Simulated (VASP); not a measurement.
Wanted: the native input for a VASP 6.6.1 run.

| Property | Result |
| --- | --- |
| Task | relaxation of cell and atoms |
| Functional | LDA |
| Potentials or basis | VASP PAW LDA potentials, release 64 (Al, Cr_pv, C) |
| Cutoff | 600 eV |
| k mesh | 15 × 15 × 4 |
| Occupations | gaussian, width 0.1 eV |
| Spin | no spin polarisation |
| Dipole correction | no |
| Further INCAR settings | ALGO = Normal; EDIFF = 1e-06; IBRION = 2; EDIFFG = -0.005; NSW = 70; ISIF = 3 |

The structure of AlCr2C lies in POSCAR:

```
AlCr2C
1.0
    2.8413176500      0.0000000000      0.0000000000
   -1.4206588250      2.4606532651      0.0000000000
    0.0000000000      0.0000000000     12.6988000039
Al Cr C
2 4 2
Direct
    0.6666666667      0.3333333333      0.2500000000
    0.3333333333      0.6666666667      0.7500000000
    0.3333333333      0.6666666667      0.4157760843
    0.6666666667      0.3333333333      0.9157760843
    0.6666666667      0.3333333333      0.5842239157
    0.3333333333      0.6666666667      0.0842239157
    0.0000000000      0.0000000000      0.5000000000
    0.0000000000      0.0000000000      0.0000000000
```

These files were run (other wordings do the same):

INCAR

```
PREC     = Accurate       # precision mode
ENCUT    = 600            # plane-wave cutoff, eV
EDIFF    = 1E-6           # SCF threshold, eV
ISMEAR   = 0              # smearing method
SIGMA    = 0.1            # smearing width, eV
LREAL    = False          # projectors in reciprocal space
LASPH    = True           # aspherical terms in the spheres
NELM     = 100            # most SCF steps
ALGO     = Normal         # electronic algorithm
ISIF     = 3              # what is computed and relaxed
LWAVE    = False          # write WAVECAR
LCHARG   = False          # write CHGCAR
IBRION   = 2              # ionic algorithm
NSW      = 70             # ionic steps
EDIFFG   = -0.005         # ionic threshold
```

KPOINTS

```
Automatic mesh
0
Gamma
  15 15 4
```

Potentials or basis: VASP PAW LDA potentials, release 64 (Al, Cr_pv, C).

Launch:

```bash
$ cat potpaw_LDA.64/Al/POTCAR potpaw_LDA.64/Cr_pv/POTCAR potpaw_LDA.64/C/POTCAR > POTCAR
$ mpirun -np 1 vasp_std > vasp.out
```

It gave:

```json
{
 "Relaxed volume": "10.54 Å³/atom",
 "Relaxed cell": "a = 2.794 Å, b = 2.794 Å, c = 12.471 Å, α = 90.00°, β = 90.00°, γ = 120.00°",
 "Space group after relaxing (to 0.05 Å)": "P6_3/mmc (No. 194)",
 "Energy gained by relaxing": "20.2 meV/atom",
 "Ionic steps": "8",
 "Pressure after relaxing": "0.0 GPa",
 "Largest force after relaxing": "0.004 eV/Å",
 "Band gap on the k mesh": "zero (band 31 reaches 10.84 eV, above the bottom of band 32 at 9.95 eV)"
}
```

Wall time 14 min on 1 thread of Intel(R) Xeon(R) 6975P-C (Granite Rapids), with other jobs on the host, peak memory 0.41 GiB.
